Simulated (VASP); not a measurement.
# CaNb2O5 (P6mm) in VASP: further runs

CaNb2O5 is run at these levels: PBE; tasks: single point, relaxation of cell and atoms.

Program: VASP 6.6.1. These are calculated values, not measurements. Logs are shortened: lines on timing, memory, paths and dates and some standing lists are left out, and cuts for length are marked.

**1. The cell of the first run**

It takes space group P6mm (No. 183, hexagonal). Conventional cell: a = 7.358 Å, b = 7.358 Å, c = 4.428 Å, α = 90.00°, β = 90.00°, γ = 120.00°. Ca (site symmetry 6mm) has 18 O at 4.26 to 4.31 Å and 2 Ca at 4.43 Å and 12 Nb at 4.79 Å within 5.6 Å. Nb (site symmetry 3m) has 4 O at 1.86 to 2.12 Å within 2.5 Å. O (site symmetry 3m) has 1 Nb at 1.86 Å within 2.5 Å. Within 2.8 Å of O (site symmetry 2mm) lie 2 Nb at 2.12 Å.

**2. Single point, PBE**

Contents of INCAR:

```
SYSTEM = CaNb2O5
PREC = Accurate
ENCUT = 520
EDIFF = 1E-7
ISMEAR = 0
SIGMA = 0.1
LREAL = .False.
LASPH = .True.
NELM = 60
ALGO = Normal
ISIF = 2
LWAVE = .False.
LCHARG = .True.
GGA = PE
LELF = .True.
LVHAR = .True.
NBANDS = 43
```

Contents of KPOINTS:

```
regular mesh
0
Gamma
  3 3 4
  0 0 0
```

Contents of POSCAR:

```
CaNb2O5
1.0
    7.3583562900      0.0000000000      0.0000000000
   -3.6791781400      6.3725234700      0.0000000000
    0.0000000000      0.0000000000      4.4281500200
Ca Nb O
1 2 5
Direct
    0.0000000000      0.0000000000      0.0000000000
    0.3333333300      0.6666666700      0.5000000000
    0.6666666700      0.3333333300      0.5000000000
    0.3333333300      0.6666666700      0.9209602200
    0.0000000000      0.5000000000      0.4947068800
    0.5000000000      0.5000000000      0.4947068800
    0.5000000000      0.0000000000      0.4947068800
    0.6666666700      0.3333333300      0.9209602200
```

Potentials or basis: VASP PAW PBE potentials, release 64 (Ca_sv, Nb_sv, O).

Launch:

```bash
$ cat potpaw_PBE.64/Ca_sv/POTCAR potpaw_PBE.64/Nb_sv/POTCAR potpaw_PBE.64/O/POTCAR > POTCAR
$ mpirun -np 1 vasp_std > vasp.out
```

OUTCAR:

```text
SYSTEM = CaNb2O5
   PREC = Accurate
   ENCUT = 520
   EDIFF = 1E-7
   ISMEAR = 0
   LREAL = .False.
   LASPH = .True.
   NELM = 60
   ISIF = 2
   GGA = PE

 ion  position               nearest neighbor table
   1  0.000  0.000  0.000-
   2  0.333  0.667  0.500-   4 1.86   7 2.12   5 2.12   6 2.12
   3  0.667  0.333  0.500-   8 1.86   7 2.12   5 2.12   6 2.12
   4  0.333  0.667  0.921-   2 1.86
   5  0.000  0.500  0.495-   2 2.12   3 2.12
   6  0.500  0.500  0.495-   2 2.12   3 2.12
   7  0.500  0.000  0.495-   2 2.12   3 2.12
   8  0.667  0.333  0.921-   3 1.86

  LATTYP: Found a hexagonal cell.
 ALAT       =     7.3583562900
 C/A-ratio  =     0.6017852147

  Lattice vectors:

 A1 = (   7.3583562900,   0.0000000000,   0.0000000000)
 A2 = (  -3.6791781400,   6.3725234700,   0.0000000000)
 A3 = (   0.0000000000,   0.0000000000,   4.4281500200)

Analysis of symmetry for initial positions (statically):
=====================================================================
 Subroutine PRICEL returns:
 Original cell was already a primitive cell.

 Routine SETGRP: Setting up the symmetry group for a
 hexagonal supercell.

 Subroutine GETGRP returns: Found 12 space group operations
 (whereof 12 operations were pure point group operations)
 out of a pool of 24 trial point group operations.

The static configuration has the point symmetry C_6v.

Analysis of symmetry for dynamics (positions and initial velocities):
=====================================================================
 Subroutine PRICEL returns:
 Original cell was already a primitive cell.

 Routine SETGRP: Setting up the symmetry group for a
 hexagonal supercell.

 Subroutine GETGRP returns: Found 12 space group operations
 (whereof 12 operations were pure point group operations)
 out of a pool of 24 trial point group operations.

The dynamic configuration has the point symmetry C_6v.

 Subroutine INISYM returns: Found 12 space group operations
 (whereof 12 operations are pure point group operations),
 and found     1 'primitive' translations

----------------------------------------------------------------------------------------

                                     Primitive cell

  volume of cell :     207.6417

  direct lattice vectors                    reciprocal lattice vectors
     7.358356290  0.000000000  0.000000000     0.135899916  0.078461853  0.000000000
    -3.679178140  6.372523470  0.000000000     0.000000000  0.156923706  0.000000000
     0.000000000  0.000000000  4.428150020     0.000000000  0.000000000  0.225827941

  length of vectors
     7.358356290  7.358356281  4.428150020     0.156923706  0.156923706  0.225827941

  position of ions in fractional coordinates (direct lattice)
     0.000000000  0.000000000  0.000000000
     0.333333330  0.666666670  0.500000000
     0.666666670  0.333333330  0.500000000
     0.333333330  0.666666670  0.920960220
     0.000000000  0.500000000  0.494706880
     0.500000000  0.500000000  0.494706880
     0.500000000  0.000000000  0.494706880
     0.666666670  0.333333330  0.920960220

  ion indices of the primitive-cell ions
   primitive index   ion index
                 1           1
                 2           2
                 3           3
                 4           4
                 5           5
                 6           6
                 7           7
                 8           8

----------------------------------------------------------------------------------------

 KPOINTS: regular mesh

Automatic generation of k-mesh.
 Grid dimensions read from file:
 generate k-points for:    3    3    4

 Generating k-lattice:

  Cartesian coordinates                     Fractional coordinates (reciprocal lattice)
     0.045299972  0.026153951  0.000000000     0.333333333  0.000000000  0.000000000
     0.000000000  0.052307902  0.000000000     0.000000000  0.333333333  0.000000000
     0.000000000  0.000000000  0.056456985     0.000000000  0.000000000  0.250000000

  Length of vectors
     0.052307902  0.052307902  0.056456985

  Shift w.r.t. Gamma in fractional coordinates (k-lattice)
     0.000000000  0.000000000  0.000000000

 Subroutine IBZKPT returns following result:
 ===========================================

 Found      9 irreducible k-points:

 Following reciprocal coordinates:
            Coordinates               Weight
  0.000000  0.000000  0.000000      1.000000
  0.333333  0.000000  0.000000      6.000000
  0.333333  0.333333  0.000000      2.000000
  0.000000  0.000000  0.250000      2.000000
  0.333333  0.000000  0.250000     12.000000
  0.333333  0.333333  0.250000      4.000000
  0.000000  0.000000  0.500000      1.000000
  0.333333  0.000000  0.500000      6.000000
  0.333333  0.333333  0.500000      2.000000
   k-points           NKPTS =      9   k-points in BZ     NKDIM =      9   number of bands    NBANDS=     43
   number of dos      NEDOS =    301   number of ions     NIONS =      8
[... 69 lines left out ...]
 fundamental gap:      0.0099649864
 Fermi energy:         1.9490822106

 k-point     1 :       0.0000    0.0000    0.0000
  band No.  band energies     occupation
      1     -55.4861      2.00000
      2     -55.4848      2.00000
      3     -41.9968      2.00000
      4     -31.5537      2.00000
      5     -31.5511      2.00000
      6     -31.4821      2.00000
[... 35 lines left out ...]
     42       3.4824      0.00000
     43       3.6921      0.00000

 k-point     2 :       0.3333    0.0000    0.0000
  band No.  band energies     occupation
      1     -55.4858      2.00000
      2     -55.4851      2.00000
      3     -41.9968      2.00000
      4     -31.5532      2.00000
      5     -31.5516      2.00000
      6     -31.4827      2.00000
[... 35 lines left out ...]
     42       3.4391      0.00000
     43       3.6523      0.00000

 k-point     3 :       0.3333    0.3333    0.0000
  band No.  band energies     occupation
      1     -55.4854      2.00000
      2     -55.4854      2.00000
      3     -41.9968      2.00000
      4     -31.5524      2.00000
      5     -31.5524      2.00000
      6     -31.4834      2.00000
[... 35 lines left out ...]
     42       3.3846      0.00000
     43       3.5824      0.00000

 k-point     4 :       0.0000    0.0000    0.2500
  band No.  band energies     occupation
      1     -55.4859      2.00000
      2     -55.4846      2.00000
      3     -41.9965      2.00000
      4     -31.5695      2.00000
      5     -31.5668      2.00000
      6     -31.4816      2.00000
[... 35 lines left out ...]
     42       3.3910      0.00000
     43       3.5810      0.00000

 k-point     5 :       0.3333    0.0000    0.2500
  band No.  band energies     occupation
      1     -55.4856      2.00000
      2     -55.4849      2.00000
      3     -41.9965      2.00000
      4     -31.5689      2.00000
      5     -31.5673      2.00000
      6     -31.4823      2.00000
[... 35 lines left out ...]
     42       3.4305      0.00000
     43       3.4680      0.00000

 k-point     6 :       0.3333    0.3333    0.2500
  band No.  band energies     occupation
      1     -55.4852      2.00000
      2     -55.4852      2.00000
      3     -41.9965      2.00000
      4     -31.5681      2.00000
      5     -31.5681      2.00000
      6     -31.4829      2.00000
[... 35 lines left out ...]
     42       3.4997      0.00000
     43       3.5538      0.00000

 k-point     7 :       0.0000    0.0000    0.5000
  band No.  band energies     occupation
      1     -55.4857      2.00000
      2     -55.4844      2.00000
      3     -41.9962      2.00000
      4     -31.5851      2.00000
      5     -31.5824      2.00000
      6     -31.4811      2.00000
[... 35 lines left out ...]
     42       3.4704      0.00000
     43       3.8891      0.00000

 k-point     8 :       0.3333    0.0000    0.5000
  band No.  band energies     occupation
      1     -55.4854      2.00000
      2     -55.4847      2.00000
      3     -41.9962      2.00000
      4     -31.5845      2.00000
      5     -31.5829      2.00000
      6     -31.4818      2.00000
[... 35 lines left out ...]
     42       3.4666      0.00000
     43       3.8712      0.00000

 k-point     9 :       0.3333    0.3333    0.5000
  band No.  band energies     occupation
      1     -55.4850      2.00000
      2     -55.4850      2.00000
      3     -41.9962      2.00000
      4     -31.5837      2.00000
      5     -31.5837      2.00000
      6     -31.4824      2.00000
[... 35 lines left out ...]
     42       3.6179      0.00000
     43       3.6361      0.00000

------------------------ aborting loop because EDIFF is reached ----------------------------------------

  FORCE on cell =-STRESS in cart. coord.  units (eV):
  Direction    XX          YY          ZZ          XY          YZ          ZX
  --------------------------------------------------------------------------------------
  -------------------------------------------------------------------------------------
  Total      -21.7951706    -21.7951705    -19.7838266     -0.0000000      0.0000000      0.0000000
  in kB     -168.1730005   -168.1730001   -152.6533351     -0.0000001      0.0000000      0.0000000
  external PRESSURE =    -162.9997786 kB  Pullay stress =       0.0000000 kB

 VOLUME and BASIS-vectors are now :
 -----------------------------------------------------------------------------
  energy-cutoff  :      520.00
  volume of cell :      207.64
      direct lattice vectors                 reciprocal lattice vectors
     7.358356290  0.000000000  0.000000000     0.135899916  0.078461853  0.000000000
    -3.679178140  6.372523470  0.000000000     0.000000000  0.156923706  0.000000000
     0.000000000  0.000000000  4.428150020     0.000000000  0.000000000  0.225827941

 POSITION                                       TOTAL-FORCE (eV/Angst)
 -----------------------------------------------------------------------------------
      0.00000      0.00000      0.00000        -0.000000     -0.000000     -0.051718
     -0.00000      4.24835      2.21408         0.000000     -0.000000      2.809737
      3.67918      2.12417      2.21408        -0.000000      0.000000      2.809737
     -0.00000      4.24835      4.07815         0.000000     -0.000000     -1.404546
     -1.83959      3.18626      2.19064        -0.000000     -0.000000     -0.919555
      1.83959      3.18626      2.19064        -0.000000     -0.000000     -0.919555
      3.67918      0.00000      2.19064        -0.000000     -0.000000     -0.919555
      3.67918      2.12417      4.07815        -0.000000      0.000000     -1.404546
 -----------------------------------------------------------------------------------
    total drift:                                0.000000      0.000000      0.000852

  FREE ENERGIE OF THE ION-ELECTRON SYSTEM (eV)
  ---------------------------------------------------
  free  energy   TOTEN  =       -61.0159616048 eV

  energy  without entropy=      -60.9835902227  energy(sigma->0) =      -60.99977591
```

Run time: 94 s. Hardware: 1 thread of Intel Xeon 6975P-C (Granite Rapids), shared host; peak memory 0.36 GiB.

What came out:

| Quantity | Value |
| --- | --- |
| Free energy | -61.0160 eV |
| Pressure | -16.3 GPa |
| Largest force | 2.810 eV/Å |
| Band gap on the k mesh | zero (band 33 reaches 2.94 eV, above the bottom of band 34 at 1.88 eV) |

Forces on the atoms (eV/Å):
```
Ca   0.000  0.000 -0.052
Nb   0.000  0.000  2.810
Nb   0.000  0.000  2.810
O    0.000  0.000 -1.405
O    0.000  0.000 -0.920
O    0.000  0.000 -0.920
O    0.000  0.000 -0.920
O    0.000  0.000 -1.405
```

Stress tensor (GPa, compression positive):
```
-16.82   0.00   0.00
  0.00 -16.82   0.00
  0.00   0.00 -15.27
```

Levels at points of the mesh, in eV from the Fermi level:
```csv
k point,band 31,band 32,band 33,band 34,band 35,band 36,band 37,band 38
"(0.00, 0.00, 0.00)",-2.94,-2.94,-1.19,-0.07,-0.07,0.02,0.02,1.08
"(0.00, 0.00, 0.50)",-2.27,-2.27,-0.02,-0.02,0.71,1.10,1.18,1.18
```

Caveat: forces of over 1 eV/Å act on the atoms, so gaps and moduli don't describe the material at rest.

**3. Relaxation of cell and atoms, PBE**

Contents of INCAR:

```
PREC = Accurate ; ENCUT = 600
EDIFF = 1E-6 ; ISMEAR = 0
SIGMA = 0.1 ; LREAL = False
LASPH = True ; NELM = 60
ALGO = Normal ; ISIF = 3
LWAVE = False ; LCHARG = False
GGA = PE ; IBRION = 2
NSW = 90 ; EDIFFG = -0.04
```

Contents of KPOINTS:

```
Automatic mesh
0
Gamma
  3 3 4
```

POSCAR is that of step 2.

Potentials or basis: VASP PAW PBE potentials, release 64 (Ca_sv, Nb_sv, O).

Launch:

```bash
$ cat potpaw_PBE.64/Ca_sv/POTCAR potpaw_PBE.64/Nb_sv/POTCAR potpaw_PBE.64/O/POTCAR > POTCAR
$ mpirun -np 1 vasp_std > vasp.out
```

Wall time 13 min (1 thread of Intel Xeon 6975P-C (Granite Rapids), shared host); peak memory 0.42 GiB.

The run converged. Its results:

| Quantity | Value |
| --- | --- |
| Free energy | -65.2196 eV |
| Relaxed volume | 18.76 Å³/atom |
| Relaxed cell | a = 6.636 Å, b = 6.636 Å, c = 3.934 Å, α = 90.00°, β = 90.00°, γ = 120.00° |
| Space group after relaxing (to 0.05 Å) | P6mm (No. 183) |
| Energy gained by relaxing | 524.4 meV/atom |
| Ionic steps | 15 |
| Pressure after relaxing | 0.0 GPa |
| Largest force after relaxing | 0.037 eV/Å |
| Band gap on the k mesh | zero (band 33 reaches 5.20 eV, above the bottom of band 34 at 3.82 eV) |

Forces on the atoms (eV/Å):
```
Ca   0.000  0.000 -0.026
Nb   0.000  0.000  0.022
Nb   0.000  0.000  0.022
O    0.000  0.000 -0.037
O    0.000  0.000  0.019
O    0.000  0.000  0.019
O    0.000  0.000  0.019
O    0.000  0.000 -0.037
```

Stress tensor (GPa, compression positive):
```
 0.05  0.00  0.00
 0.00  0.05  0.00
 0.00  0.00 -0.23
```

The path:
```csv
step,energy change (eV),largest force (eV/Å),pressure (GPa),volume (Å³)
1,0.0000,2.8131,-16.36,207.64
2,3.8510,25.4867,45.86,137.72
3,-2.4139,4.0403,-3.88,174.75
4,-2.9877,0.7162,7.91,144.68
5,-3.4998,1.4435,-0.06,156.26
6,-3.9408,0.9673,-0.51,152.87
7,-4.1308,0.4798,1.50,148.43
8,-4.1428,0.5481,0.68,149.54
9,-4.1445,0.5386,0.85,149.26
10,-4.1666,0.2538,-1.05,151.14
11,-4.1667,0.2515,-0.99,151.06
12,-4.1858,0.2061,-0.03,150.07
13,-4.1871,0.2205,0.29,149.76
14,-4.1949,0.0651,0.01,150.00
15,-4.1951,0.0372,-0.04,150.05
```

Final structure:
```cif
data_structure
_symmetry_space_group_name_H-M 'P 1'
_symmetry_Int_Tables_number 1
_cell_length_a 6.6362
_cell_length_b 6.6362
_cell_length_c 3.9343
_cell_angle_alpha 90.000
_cell_angle_beta 90.000
_cell_angle_gamma 120.000
_cell_volume 150.05
loop_
_atom_site_label
_atom_site_type_symbol
_atom_site_fract_x
_atom_site_fract_y
_atom_site_fract_z
_atom_site_occupancy
Ca1 Ca 0.00000 0.00000 0.00226 1
Nb1 Nb 0.33333 0.66667 0.47669 1
Nb2 Nb 0.66667 0.33333 0.47669 1
O1 O 0.33333 0.66667 0.97556 1
O2 O 0.00000 0.50000 0.47310 1
O3 O 0.50000 0.50000 0.47310 1
O4 O 0.50000 0.00000 0.47310 1
O5 O 0.66667 0.33333 0.97556 1
```

Levels at points of the mesh, in eV from the Fermi level:
| k point | band 30 | band 31 | band 32 | band 33 | band 34 | band 35 | band 36 | band 37 |
| --- | --- | --- | --- | --- | --- | --- | --- | --- |
| (0.00, 0.00, 0.00) | -3.34 | -3.34 | -3.07 | -1.72 | -0.54 | -0.54 | 0.24 | 0.24 |
| (0.00, 0.00, 0.50) | -4.46 | -2.65 | -2.65 | 0.35 | 0.35 | 0.56 | 1.23 | 1.23 |

Caveat: the volume moved by over 15 % at a fixed basis, so the end points are rough.

**4. Single point, PBE, collinear spin**

Contents of INCAR:

```
PREC = Accurate
ENCUT = 520
EDIFF = 1E-6
ISMEAR = 0
SIGMA = 0.1
LREAL = F
LASPH = T
NELM = 150
ALGO = Normal
ISIF = 2
LWAVE = F
LCHARG = F
ISPIN = 2
MAGMOM = -0.01 0.09 0.09 0 -0.01 -0.01 -0.01 0
LORBIT = 11
LMAXMIX = 4
GGA = PE
NBANDS = 47
```

Contents of KPOINTS:

```
regular mesh
0
Gamma
  3 3 4
```

POSCAR is that of step 3.

Launch:

```bash
$ cat potpaw_PBE.64/Ca_sv/POTCAR potpaw_PBE.64/Nb_sv/POTCAR potpaw_PBE.64/O/POTCAR > POTCAR
$ mpirun -np 1 vasp_std > vasp.out
```

Wall time 4.3 min (1 thread of Intel Xeon 6975P-C (Granite Rapids), shared host); peak memory 0.48 GiB.

It converged, with:

| Item | Value |
| --- | --- |
| Free energy | -61.0168 eV |
| Pressure | -16.3 GPa |
| Largest force | 2.795 eV/Å |
| Net moment | 0.32 μB per cell |
| Site moments | Ca -0.00; Nb +0.15; O -0.00, -0.01 μB |
| Valence electrons inside the program's atomic spheres | Ca 7.96; Nb 10.27; O 4.93, 4.91 |

Forces in eV/Å, atoms in the order of the input:
```
Ca   0.000  0.000 -0.051
Nb   0.000  0.000  2.795
Nb   0.000  0.000  2.795
O    0.000  0.000 -1.389
O    0.000  0.000 -0.920
O    0.000  0.000 -0.920
O    0.000  0.000 -0.920
O    0.000  0.000 -1.389
```

Stress tensor (GPa, compression positive):
```
-16.83   0.00   0.00
  0.00 -16.83   0.00
  0.00   0.00 -15.25
```

Levels at points of the mesh, in eV from the Fermi level:
Spin up:
```csv
k point,band 31,band 32,band 33,band 34,band 35,band 36,band 37,band 38
"(0.00, 0.00, 0.00)",-2.94,-2.94,-1.18,-0.14,-0.14,-0.05,-0.05,1.04
"(0.00, 0.00, 0.50)",-2.27,-2.27,-0.10,-0.10,0.71,1.10,1.16,1.16
```
Spin down:
```tsv
k point	band 30	band 31	band 32	band 33	band 34	band 35	band 36	band 37
(0.00, 0.00, 0.00)	-2.98	-2.94	-2.94	-1.20	-0.01	-0.01	0.09	0.09
(0.00, 0.00, 0.50)	-3.16	-2.28	-2.28	0.04	0.04	0.71	1.10	1.19
```

Caveat: forces of over 1 eV/Å act on the atoms, so gaps and moduli don't describe the material at rest.

**5. Summary**

| task | spin | cell | cutoff (eV) | gap on the mesh (eV) | pressure (GPa) | largest force (eV/Å) |
| --- | --- | --- | --- | --- | --- | --- |
| single point | off | as given | 520 | none | -16.3 | 2.81 |
| relaxation of cell and atoms | off | relaxed | 600 | none | 0.0 | 0.04 |
| single point | collinear | as given | 520 | none | -16.3 | 2.79 |

Alike in all rows: level PBE; potentials or basis VASP PAW PBE potentials, release 64 (Ca_sv, Nb_sv, O); k mesh 3 × 3 × 4; smearing gaussian 0.1 eV.

Caveats: forces of over 1 eV/Å act on the atoms, so gaps and moduli don't describe the material at rest (some runs); the volume moved by over 15 % at a fixed basis, so the end points are rough (some runs).

Absolute energies hang on the potentials; compare differences alone.
